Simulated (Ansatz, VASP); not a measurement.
# Two plane-wave programs on Rh

INCAR

```
PREC     = Accurate       # precision mode
ENCUT    = 520            # plane-wave cutoff, eV
EDIFF    = 1E-7           # SCF threshold, eV
ISMEAR   = 0              # smearing method
SIGMA    = 0.15           # smearing width, eV
LREAL    = F              # projectors in reciprocal space
LASPH    = T              # aspherical terms in the spheres
NELM     = 60             # most SCF steps
ALGO     = Fast           # electronic algorithm
ISIF     = 2              # what is computed and relaxed
LWAVE    = F              # write WAVECAR
LCHARG   = T              # write CHGCAR
GGA      = PE             # functional
LELF     = T              # ELF
LVHAR    = T            
NBANDS   = 22             # bands
```

KPOINTS

```
regular mesh
0
Gamma
  18 18 10
```

The input POSCAR:

```
Rh
1.0
    2.8339000000      0.0000000000      0.0000000000
   -1.4169500000      2.4542293918      0.0000000000
    0.0000000000      0.0000000000      4.5254000000
Rh
2
Direct
    0.6666666667      0.3333333333      0.7500000000
    0.3333333333      0.6666666667      0.2500000000
```

Input for Ansatz:

```yaml
crystal:
  lattice:
    - [2.8339, 0.0, 0.0]
    - [-1.41695, 2.4542293918, 0.0]
    - [0.0, 0.0, 4.5254]
  atoms:
    - { symbol: Rh, position: [0.6666666667, 0.3333333333, 0.75] }
    - { symbol: Rh, position: [0.3333333333, 0.6666666667, 0.25] }
basis:
  ecutwfc: 420
kpoints:
  mp_grid: { grid: [18, 18, 10] }
hamiltonian:
  xc: pbe
  pseudopotentials: { kind: paw, azcp: { folder: soft_1 } }
scf:
  occupations: { method: gaussian, width: 0.15 }
output:
  forces: true
  stress: true
  eigenvalues: true
  write_density: true
  write_potential: true
  elf: true
  volumetric_format: npy
```

Alike in both runs: task single point; functional PBE; k mesh 18 × 18 × 10; occupations gaussian, width 0.15 eV; no spin polarisation.

```csv
,VASP,Ansatz
version,VASP 6.6.1,Ansatz 0.2.0
potentials or method,"VASP PAW PBE potentials, release 64 (Rh_pv), cutoff 520 eV","scalar-relativistic, plane waves, PAW"
valence electrons in the cell,30,34
```

Ansatz gave:

| Item | Value |
| --- | --- |
| gap on the k mesh at the Fermi level (eV) | none |
| pressure (GPa) | -20.8 |
| traceless stress, the component that is largest in VASP (GPa) | 0.41 |

Which values does VASP return?

gap on the k mesh at the Fermi level (eV): none; pressure (GPa): -20.8; traceless stress, the component that is largest in VASP (GPa): 0.43.

A gap of «none» marks a metal or a gap that the smearing closes. VASP's potentials hold 30 valence electrons a cell and Ansatz's 34, so a difference there can come from the potentials and not from the codes.
